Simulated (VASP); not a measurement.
# TlCl (Pm-3m) in VASP: notebook, part 2 of 2

VASP 6.6.1. Earlier steps stand in the parts before.

## Step 3: Single point, r2SCAN

This run uses another cell than the first one, of 30.90 Å³/atom, 1.094 times its volume.

The input, POSCAR:

```
TlCl
1.0
    3.9537229306      0.0000000000      0.0000000000
    0.0000000000      3.9537229306      0.0000000000
    0.0000000000      0.0000000000      3.9537229306
Tl Cl
1 1
Direct
    0.0000000000      0.0000000000      0.0000000000
    0.5000000000      0.5000000000      0.5000000000
```

The input, INCAR.step1:

```
SYSTEM = TlCl
ALGO = Normal
EDIFF = 1E-5
ENCUT = 550
GGA = PE
GGA_COMPAT = .False.
ISMEAR = 0
LASPH = .True.
LCHARG = .False.
LREAL = .False.
LWAVE = .True.
NBANDS = 17
NELM = 120
PREC = Accurate
SIGMA = 0.01
```

The input, INCAR.step2:

```
SYSTEM = TlCl
ALGO = Normal
EDIFF = 1E-6
ENCUT = 550
GGA_COMPAT = .False.
ISIF = 2
ISMEAR = 0
ISTART = 1
LASPH = .True.
LCHARG = .False.
LMIXTAU = .True.
LREAL = .False.
LWAVE = .False.
METAGGA = R2SCAN
NBANDS = 17
NELM = 120
PREC = Accurate
SIGMA = 0.01
```

The input, KPOINTS:

```
k-points
0
Gamma
  6 6 6
  0 0 0
```

Potentials or basis: VASP PAW PBE potentials, release 64 (Tl_d, Cl).

Command:

```sh
cat potpaw_PBE.64/Tl_d/POTCAR potpaw_PBE.64/Cl/POTCAR > POTCAR
cp INCAR.step1 INCAR
mpirun -np 1 vasp_std > vasp.out
cp INCAR.step2 INCAR
mpirun -np 1 vasp_std > vasp.out
```

It took 59 s on 1 thread of Intel Xeon 6975P-C, shared host; peak memory 0.18 GiB.

Results (log left out):

```
Free energy            : -61.5141 eV
Pressure               : -2.0 GPa
Band gap on the k mesh : 2.71 eV, direct
```

Levels at points of the mesh, in eV from the valence-band top:
| k point | band 8 | band 9 | band 10 | band 11 | band 12 | band 13 |
| --- | --- | --- | --- | --- | --- | --- |
| (0.00, 0.00, 0.00) | -1.18 | -1.18 | -1.18 | 7.99 | 7.99 | 7.99 |
| (0.50, 0.00, 0.00) | -0.84 | -0.84 | 0.00 | 2.71 | 7.01 | 7.01 |
| (0.50, 0.50, 0.00) | -2.44 | -2.44 | -0.78 | 5.21 | 5.21 | 8.59 |
| (0.50, 0.50, 0.50) | -1.66 | -1.66 | -1.66 | 3.23 | 3.23 | 3.23 |

Caveat: the PAW data sets were made with another functional, which shifts forces and pressure a little; spin-orbit coupling is left out, which moves the levels of the heavy elements. A k mesh can miss the band edges.

## Step 4: Single point, r2SCAN

This run uses another cell than the first one, of 30.90 Å³/atom, 1.094 times its volume.

POSCAR is that of step 3.

The input, INCAR.step1:

```
PREC = Accurate
ENCUT = 550
ISMEAR = 0
SIGMA = 0.01
LREAL = False
LASPH = True
NELM = 120
NBANDS = 17
GGA = PE
ALGO = Normal
EDIFF = 1E-5
LWAVE = True
LCHARG = False
GGA_COMPAT = False
```

The input, INCAR.step2:

```
PREC = Accurate
ENCUT = 550
EDIFF = 1E-6
ISMEAR = 0
SIGMA = 0.01
LREAL = False
LASPH = True
NELM = 120
ALGO = Normal
ISIF = 2
LWAVE = False
LCHARG = True
METAGGA = R2SCAN
LMIXTAU = True
LELF = True
LVHAR = True
NBANDS = 17
ISTART = 1
GGA_COMPAT = False
```

The input, KPOINTS:

```
regular mesh
0
Gamma
  6 6 6
```

Potentials or basis: VASP PAW PBE potentials, release 64 (Tl_d, Cl).

Command:

```sh
cat potpaw_PBE.64/Tl_d/POTCAR potpaw_PBE.64/Cl/POTCAR > POTCAR
cp INCAR.step1 INCAR
mpirun -np 1 vasp_std > vasp.out
cp INCAR.step2 INCAR
mpirun -np 1 vasp_std > vasp.out
```

OUTCAR:

```text
PREC = Accurate
   ENCUT = 550
   EDIFF = 1E-6
   ISMEAR = 0
   LREAL = False
   LASPH = True
   NELM = 120
   ISIF = 2
   METAGGA = R2SCAN
   ISTART = 1

 ion  position               nearest neighbor table
   1  0.000  0.000  0.000-
   2  0.500  0.500  0.500-

  LATTYP: Found a simple cubic cell.
 ALAT       =     3.9537229306

  Lattice vectors:

[... 567 lines left out ...]
      6      -8.4450      2.00000
[... 9 lines left out ...]
     16      14.6304      0.00000
     17      18.7879      0.00000

------------------------ aborting loop because EDIFF is reached ----------------------------------------

  FORCE on cell =-STRESS in cart. coord.  units (eV):
  Direction    XX          YY          ZZ          XY          YZ          ZX
  --------------------------------------------------------------------------------------
  -------------------------------------------------------------------------------------
  Total       -0.7872724     -0.7872724     -0.7872724      0.0000000      0.0000000     -0.0000000
  in kB      -20.4087738    -20.4087738    -20.4087738      0.0000000      0.0000000     -0.0000000
  external PRESSURE =     -20.4087738 kB  Pullay stress =       0.0000000 kB

 VOLUME and BASIS-vectors are now :
 -----------------------------------------------------------------------------
  energy-cutoff  :      550.00
  volume of cell :       61.80
      direct lattice vectors                 reciprocal lattice vectors
     3.953722931  0.000000000  0.000000000     0.252926170  0.000000000  0.000000000
     0.000000000  3.953722931  0.000000000     0.000000000  0.252926170  0.000000000
     0.000000000  0.000000000  3.953722931     0.000000000  0.000000000  0.252926170

 POSITION                                       TOTAL-FORCE (eV/Angst)
 -----------------------------------------------------------------------------------
      0.00000      0.00000      0.00000         0.000000      0.000000      0.000000
      1.97686      1.97686      1.97686         0.000000      0.000000      0.000000
 -----------------------------------------------------------------------------------
    total drift:                                0.000000      0.000000     -0.000000

  FREE ENERGIE OF THE ION-ELECTRON SYSTEM (eV)
  ---------------------------------------------------
  free  energy   TOTEN  =       -61.5141318891 eV

  energy  without entropy=      -61.5141318891  energy(sigma->0) =      -61.51413189
```

OUTCAR.step1:

```text
PREC = Accurate
   ENCUT = 550
   ISMEAR = 0
   LREAL = False
   LASPH = True
[... 614 lines left out ...]
      0.00000      0.00000      0.00000         0.000000      0.000000      0.000000
      1.97686      1.97686      1.97686         0.000000      0.000000      0.000000
 -----------------------------------------------------------------------------------
    total drift:                                0.000000      0.000000     -0.000000

  FREE ENERGIE OF THE ION-ELECTRON SYSTEM (eV)
  ---------------------------------------------------
  free  energy   TOTEN  =        -6.0088278613 eV

  energy  without entropy=       -6.0088278613  energy(sigma->0) =       -6.00882786
```

Run time: 62 s. Hardware: 1 thread of Intel Xeon 6975P-C, shared host; peak memory 0.18 GiB.

What came out:

- Free energy: -61.5141 eV
- Pressure: -2.0 GPa
- Band gap on the k mesh: 2.71 eV, direct

Caveat: the PAW data sets were made with another functional, which shifts forces and pressure a little; spin-orbit coupling is left out, which moves the levels of the heavy elements. A k mesh can miss the band edges.
